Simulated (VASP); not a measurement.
# AlNi (P4mm) in VASP: further runs, part 2 of 2

VASP 6.6.1. Earlier steps stand in the parts before.

### Step 3. Single point, PBE (atoms displaced along a vibrational mode)

Contents of INCAR:

```
SYSTEM = AlNi
PREC = Accurate
ENCUT = 520
EDIFF = 1E-6
ISMEAR = 0
SIGMA = 0.15
LREAL = .FALSE.
LASPH = .TRUE.
NELM = 60
ALGO = Fast
ISIF = 2
LWAVE = .FALSE.
LCHARG = .TRUE.
GGA = PE
LELF = .TRUE.
LVHAR = .TRUE.
NBANDS = 14
```

Contents of KPOINTS:

```
Automatic mesh
0
G
  16 16 16
  0 0 0
```

Contents of POSCAR:

```
AlNi
1.0
    2.8927237805      0.0000000000      0.0000000000
    0.0000000000      2.8927237805      0.0000000000
    0.0000000000      0.0000000000      2.8927237805
Al Ni
1 1
Direct
   -0.0207416969      0.0000000000      0.0000000000
    0.5095350226      0.5000000000      0.5000000000
```

Potentials or basis: VASP PAW PBE potentials, release 64 (Al, Ni).

Launch:

```sh
cat potpaw_PBE.64/Al/POTCAR potpaw_PBE.64/Ni/POTCAR > POTCAR
mpirun -np 1 vasp_std > vasp.out
```

OUTCAR:

```text
SYSTEM = AlNi
   PREC = Accurate
   ENCUT = 520
   EDIFF = 1E-6
   ISMEAR = 0
   LREAL = .FALSE.
   LASPH = .TRUE.
   NELM = 60
   ISIF = 2
   GGA = PE

 ion  position               nearest neighbor table
   1  0.979  0.000  0.000-   2 2.46   2 2.46   2 2.46   2 2.46   2 2.56   2 2.56   2 2.56   2 2.56

   2  0.510  0.500  0.500-   1 2.46   1 2.46   1 2.46   1 2.46   1 2.56   1 2.56   1 2.56   1 2.56

  LATTYP: Found a simple cubic cell.
 ALAT       =     2.8927237805

  Lattice vectors:

 A1 = (   2.8927237805,   0.0000000000,   0.0000000000)
 A2 = (   0.0000000000,   2.8927237805,   0.0000000000)
 A3 = (   0.0000000000,   0.0000000000,   2.8927237805)

Analysis of symmetry for initial positions (statically):
=====================================================================
 Subroutine PRICEL returns:
 Original cell was already a primitive cell.

 Routine SETGRP: Setting up the symmetry group for a
 simple cubic supercell.

 Subroutine GETGRP returns: Found  8 space group operations
 (whereof  8 operations were pure point group operations)
 out of a pool of 48 trial point group operations.

[... 178 lines left out ...]
      6       8.3467      2.00000
      7      15.3158      0.00000
      8      15.3158      0.00000
      9      15.3216      0.00000
     10      17.9597      0.00000
     11      17.9622      0.00000
     12      23.3398      0.00000
     13      30.5793      0.00000
     14      30.6383      0.00000
[... 377 lines left out ...]
      1      -0.4750      2.00000
      2       6.5761      2.00000
      3       6.8305      2.00000
      4       8.0595      2.00000
      5       8.1130      2.00000
      6       8.3455      2.00000
      7      11.8656      0.00000
      8      15.2789      0.00000
      9      16.2491      0.00000
     10      18.5447      0.00000
     11      21.0450      0.00000
     12      25.8154      0.00000
     13      25.8999      0.00000
     14      26.8682      0.00000

 [... further k-points ...]

------------------------ aborting loop because EDIFF is reached ----------------------------------------

  FORCE on cell =-STRESS in cart. coord.  units (eV):
  Direction    XX          YY          ZZ          XY          YZ          ZX
  --------------------------------------------------------------------------------------
  -------------------------------------------------------------------------------------
  Total        0.0303964      0.0844266      0.0844266      0.0000000      0.0000000      0.0000000
  in kB        2.0119257      5.5881600      5.5881600      0.0000000      0.0000000      0.0000000
  external PRESSURE =       4.3960819 kB  Pullay stress =       0.0000000 kB

 VOLUME and BASIS-vectors are now :
 -----------------------------------------------------------------------------
  energy-cutoff  :      520.00
  volume of cell :       24.21
      direct lattice vectors                 reciprocal lattice vectors
     2.892723780  0.000000000  0.000000000     0.345694949  0.000000000  0.000000000
     0.000000000  2.892723780  0.000000000     0.000000000  0.345694949  0.000000000
     0.000000000  0.000000000  2.892723780     0.000000000  0.000000000  0.345694949

 POSITION                                       TOTAL-FORCE (eV/Angst)
 -----------------------------------------------------------------------------------
      2.83272      0.00000      0.00000         0.499340      0.000000      0.000000
      1.47394      1.44636      1.44636        -0.499340     -0.000000     -0.000000
 -----------------------------------------------------------------------------------
    total drift:                               -0.000206      0.000000      0.000002

  FREE ENERGIE OF THE ION-ELECTRON SYSTEM (eV)
  ---------------------------------------------------
  free  energy   TOTEN  =       -10.5218136211 eV

  energy  without entropy=      -10.5130222736  energy(sigma->0) =      -10.51741795
```

OSZICAR:

```text
N       E                     dE             d eps       ncg     rms          rms(c)
DAV:   1     0.400601181535E+02    0.40060E+02   -0.53854E+03 11516   0.970E+02
DAV:   2    -0.102012940768E+02   -0.50261E+02   -0.45412E+02 12186   0.178E+02
DAV:   3    -0.119163878822E+02   -0.17151E+01   -0.16966E+01 14430   0.365E+01
DAV:   4    -0.119392552064E+02   -0.22867E-01   -0.22861E-01 13544   0.384E+00
DAV:   5    -0.119399290558E+02   -0.67385E-03   -0.67384E-03 14672   0.718E-01    0.118E+01
RMM:   6    -0.138604347078E+02   -0.19205E+01   -0.13978E+01 13745   0.465E+01    0.167E+01
RMM:   7    -0.105363853854E+02    0.33240E+01   -0.39350E+00 12706   0.242E+01    0.111E+00
RMM:   8    -0.105307449837E+02    0.56404E-02   -0.82001E-02 12121   0.275E+00    0.663E-01
RMM:   9    -0.105249952343E+02    0.57497E-02   -0.24522E-02 12936   0.962E-01    0.504E-01
RMM:  10    -0.105217954460E+02    0.31998E-02   -0.65785E-03 14023   0.101E+00    0.121E-01
RMM:  11    -0.105219711704E+02   -0.17572E-03   -0.71016E-04 15258   0.315E-01    0.126E-01
RMM:  12    -0.105218026421E+02    0.16853E-03   -0.34084E-04 15089   0.203E-01    0.202E-02
RMM:  13    -0.105218119257E+02   -0.92836E-05   -0.87303E-05 15710   0.623E-02    0.880E-03
RMM:  14    -0.105218132970E+02   -0.13713E-05   -0.14199E-05 15165   0.251E-02    0.319E-03
RMM:  15    -0.105218136211E+02   -0.32407E-06   -0.13757E-06  8597   0.101E-02
   1 F= -.10521814E+02 E0= -.10517418E+02  d E =-.879135E-02
```

Wall time 1.7 min (1 thread of AMD EPYC 7R13 (Zen 3), shared host); peak memory 0.22 GiB.

What came out:

```
Free energy            : -10.5218 eV
Pressure               : 0.4 GPa
Largest force          : 0.499 eV/Å
Band gap on the k mesh : zero (an odd number of electrons rules out a gap without spin polarisation)
```

Forces on the atoms (eV/Å):
```
Al   0.499  0.000  0.000
Ni  -0.499  0.000  0.000
```

Stress tensor (GPa, compression positive):
```
0.20 0.00 0.00
0.00 0.56 0.00
0.00 0.00 0.56
```

Caveat: the cell differs from its parent crystal (atoms displaced along a vibrational mode). Spin polarisation is off, so any magnetic state and its effect on volume and gap are missing.

### Step 4. Single point, PBE (atoms displaced along a vibrational mode)

Contents of INCAR:

```
PREC = Accurate
ENCUT = 520
EDIFF = 1E-7
ISMEAR = 0
SIGMA = 0.15
LREAL = F
LASPH = T
NELM = 60
ALGO = Fast
ISIF = 2
LWAVE = F
LCHARG = F
GGA = PE
NBANDS = 14
```

Contents of KPOINTS:

```
Automatic mesh
0
Gamma
  16 16 16
```

Contents of POSCAR:

```
AlNi
1.0
    2.8927237805      0.0000000000      0.0000000000
    0.0000000000      2.8927237805      0.0000000000
    0.0000000000      0.0000000000      2.8927237805
Al Ni
1 1
Direct
   -0.0276555959      0.0000000000      0.0000000000
    0.5127133634      0.5000000000      0.5000000000
```

Potentials or basis: VASP PAW PBE potentials, release 64 (Al, Ni).

Launch:

```sh
cat potpaw_PBE.64/Al/POTCAR potpaw_PBE.64/Ni/POTCAR > POTCAR
mpirun -np 1 vasp_std > vasp.out
```

OUTCAR:

```text
PREC = Accurate
   ENCUT = 520
   EDIFF = 1E-7
   ISMEAR = 0
   LREAL = F
   LASPH = T
   NELM = 60
   ISIF = 2
   GGA = PE

 ion  position               nearest neighbor table
   1  0.972  0.000  0.000-   2 2.44   2 2.44   2 2.44   2 2.44   2 2.57   2 2.57   2 2.57   2 2.57

   2  0.513  0.500  0.500-   1 2.44   1 2.44   1 2.44   1 2.44   1 2.57   1 2.57   1 2.57   1 2.57

  LATTYP: Found a simple cubic cell.
 ALAT       =     2.8927237805

  Lattice vectors:

 A1 = (   2.8927237805,   0.0000000000,   0.0000000000)
 A2 = (   0.0000000000,   2.8927237805,   0.0000000000)
 A3 = (   0.0000000000,   0.0000000000,   2.8927237805)

Analysis of symmetry for initial positions (statically):
=====================================================================
 Subroutine PRICEL returns:
 Original cell was already a primitive cell.

 Routine SETGRP: Setting up the symmetry group for a
 simple cubic supercell.

 Subroutine GETGRP returns: Found  8 space group operations
 (whereof  8 operations were pure point group operations)
 out of a pool of 48 trial point group operations.

[... 176 lines left out ...]
      4       8.3297      2.00000
      5       8.3425      2.00000
      6       8.3425      2.00000
      7      15.3171      0.00000
      8      15.3171      0.00000
      9      15.3275      0.00000
     10      17.9660      0.00000
     11      17.9702      0.00000
     12      23.3013      0.00000
     13      30.5273      0.00000
     14      30.6242      0.00000
[... 377 lines left out ...]
      1      -0.4744      2.00000
      2       6.5686      2.00000
      3       6.8248      2.00000
      4       8.0489      2.00000
      5       8.1100      2.00000
      6       8.3413      2.00000
      7      11.8643      0.00000
      8      15.2737      0.00000
      9      16.2732      0.00000
     10      18.5434      0.00000
     11      21.0352      0.00000
     12      25.7620      0.00000
     13      25.8930      0.00000
     14      26.9084      0.00000

 [... further k-points ...]

------------------------ aborting loop because EDIFF is reached ----------------------------------------

  FORCE on cell =-STRESS in cart. coord.  units (eV):
  Direction    XX          YY          ZZ          XY          YZ          ZX
  --------------------------------------------------------------------------------------
  -------------------------------------------------------------------------------------
  Total        0.0746053      0.1713139      0.1713139      0.0000000      0.0000000     -0.0000000
  in kB        4.9380972     11.3391952     11.3391952      0.0000000      0.0000000     -0.0000000
  external PRESSURE =       9.2054959 kB  Pullay stress =       0.0000000 kB

 VOLUME and BASIS-vectors are now :
 -----------------------------------------------------------------------------
  energy-cutoff  :      520.00
  volume of cell :       24.21
      direct lattice vectors                 reciprocal lattice vectors
     2.892723780  0.000000000  0.000000000     0.345694949  0.000000000  0.000000000
     0.000000000  2.892723780  0.000000000     0.000000000  0.345694949  0.000000000
     0.000000000  0.000000000  2.892723780     0.000000000  0.000000000  0.345694949

 POSITION                                       TOTAL-FORCE (eV/Angst)
 -----------------------------------------------------------------------------------
      2.81272      0.00000      0.00000         0.665599      0.000000      0.000000
      1.48314      1.44636      1.44636        -0.665599     -0.000000     -0.000000
 -----------------------------------------------------------------------------------
    total drift:                                0.000297      0.000000     -0.000005

  FREE ENERGIE OF THE ION-ELECTRON SYSTEM (eV)
  ---------------------------------------------------
  free  energy   TOTEN  =       -10.5048145475 eV

  energy  without entropy=      -10.4960289395  energy(sigma->0) =      -10.50042174
```

OSZICAR:

```text
N       E                     dE             d eps       ncg     rms          rms(c)
DAV:   1     0.400695625934E+02    0.40070E+02   -0.53809E+03 11524   0.970E+02
DAV:   2    -0.101806064502E+02   -0.50250E+02   -0.45417E+02 12234   0.178E+02
DAV:   3    -0.118970830379E+02   -0.17165E+01   -0.16984E+01 14370   0.365E+01
DAV:   4    -0.119199657595E+02   -0.22883E-01   -0.22877E-01 13672   0.385E+00
DAV:   5    -0.119206403139E+02   -0.67455E-03   -0.67454E-03 14600   0.716E-01    0.118E+01
RMM:   6    -0.138246398367E+02   -0.19040E+01   -0.13939E+01 13750   0.464E+01    0.166E+01
RMM:   7    -0.105195597723E+02    0.33051E+01   -0.39286E+00 12710   0.242E+01    0.112E+00
RMM:   8    -0.105137242648E+02    0.58355E-02   -0.81713E-02 12152   0.274E+00    0.664E-01
RMM:   9    -0.105078521908E+02    0.58721E-02   -0.24147E-02 12984   0.951E-01    0.494E-01
RMM:  10    -0.105048173210E+02    0.30349E-02   -0.66450E-03 14058   0.101E+00    0.128E-01
RMM:  11    -0.105049566000E+02   -0.13928E-03   -0.74544E-04 15241   0.324E-01    0.121E-01
RMM:  12    -0.105048040309E+02    0.15257E-03   -0.33877E-04 15150   0.201E-01    0.235E-02
RMM:  13    -0.105048131151E+02   -0.90843E-05   -0.88278E-05 15974   0.637E-02    0.788E-03
RMM:  14    -0.105048143338E+02   -0.12187E-05   -0.14049E-05 17096   0.251E-02    0.525E-03
RMM:  15    -0.105048145449E+02   -0.21107E-06   -0.14715E-06 15136   0.102E-02    0.413E-03
RMM:  16    -0.105048145475E+02   -0.26278E-08   -0.35966E-07 10962   0.445E-03
   1 F= -.10504815E+02 E0= -.10500422E+02  d E =-.878561E-02
```

stdout:

```text
POSCAR found type information on POSCAR AlNi
 POSCAR found :  2 types and       2 ions
 scaLAPACK will be used
 LDA part: xc-table for (Slater+PW92), standard interpolation
 POSCAR, INCAR and KPOINTS ok, starting setup
 FFT: planning ... GRIDC
 FFT: planning ... GRID_SOFT
 FFT: planning ... GRID
 WAVECAR not read
 entering main loop
WARNING in EDDRMM: call to ZHEGV failed, returncode =   8  4     14
WARNING in EDDRMM: call to ZHEGV failed, returncode =   6  3     13
```

Wall time 1.8 min (1 thread of AMD EPYC 7R13 (Zen 3), shared host); peak memory 0.22 GiB.

What came out:

- Free energy: -10.5048 eV
- Pressure: 0.9 GPa
- Largest force: 0.666 eV/Å
- Band gap on the k mesh: zero (an odd number of electrons rules out a gap without spin polarisation)

Forces on the atoms (eV/Å):
```
Al   0.666  0.000  0.000
Ni  -0.666  0.000  0.000
```

Caveat: the cell differs from its parent crystal (atoms displaced along a vibrational mode). Spin polarisation is off, so any magnetic state and its effect on volume and gap are missing.

### Step 5. Single point, PBE (atoms displaced along a vibrational mode)

Contents of INCAR:

```
PREC = Accurate
ENCUT = 520
EDIFF = 1E-6
ISMEAR = 0
SIGMA = 0.15
LREAL = False
LASPH = True
NELM = 80
ALGO = Normal
ISIF = 2
LWAVE = False
LCHARG = False
GGA = PE
NBANDS = 14
```

KPOINTS is that of step 4.

Contents of POSCAR:

```
AlNi
1.0
    2.8927237805      0.0000000000      0.0000000000
    0.0000000000      2.8927237805      0.0000000000
    0.0000000000      0.0000000000      2.8927237805
Al Ni
1 1
Direct
   -0.0138277980      0.0000000000      0.0000000000
    0.5063566817      0.5000000000      0.5000000000
```

Launch:

```sh
cat potpaw_PBE.64/Al/POTCAR potpaw_PBE.64/Ni/POTCAR > POTCAR
mpirun -np 1 vasp_std > vasp.out
```

Wall time 72 s (1 thread of AMD EPYC 7R13 (Zen 3), shared host); peak memory 0.23 GiB.

The run converged. Its results:

```yaml
Free_energy: -10.5340 eV
Pressure: 0.3 GPa
Largest_force: 0.333 eV/Å
Band_gap_on_the_k_mesh: zero (an odd number of electrons rules out a gap without spin polarisation)
```

Forces in eV/Å, atoms in the order of the input:
```
Al   0.333  0.000  0.000
Ni  -0.333  0.000  0.000
```

Stress tensor (GPa, compression positive):
```
0.18 0.00 0.00
0.00 0.33 0.00
0.00 0.00 0.33
```

Levels at points of the mesh, in eV from the Fermi level:
```tsv
k point	band 4	band 5	band 6	band 7	band 8	band 9	band 10	band 11
(0.00, 0.00, 0.00)	-1.52	-1.52	-1.52	5.45	5.45	5.45	8.09	8.09
(0.50, 0.00, 0.00)	-2.21	-2.21	-1.44	-0.64	8.27	9.94	9.94	10.78
(0.00, 0.50, 0.00)	-2.21	-2.21	-1.43	-0.64	8.27	9.96	9.97	10.74
(0.50, 0.50, 0.00)	-2.83	-2.04	-2.04	-1.00	1.46	2.41	12.14	15.02
(0.00, 0.50, 0.50)	-2.86	-2.03	-2.03	-1.00	1.46	2.41	12.15	14.83
(0.50, 0.50, 0.50)	-0.97	-0.97	2.00	2.00	2.02	3.54	4.40	4.40
```

Caveat: the cell differs from its parent crystal (atoms displaced along a vibrational mode).

### Step 6. The runs side by side

```tsv
cell	gap on the mesh (eV)	pressure (GPa)	largest force (eV/Å)
as given, atomic positions A	none	-0.1	0.17
as given, atomic positions B	none	0.4	0.50
as given, atomic positions C	none	0.9	0.67
as given, atomic positions D	none	0.3	0.33
```

Alike in all rows: task single point; level PBE; potentials or basis VASP PAW PBE potentials, release 64 (Al, Ni); no spin polarisation; k mesh 16 × 16 × 16; cutoff (eV) 520; smearing gaussian 0.15 eV.

Total energies depend on the potentials used, so only differences within one code and one set of settings carry meaning.
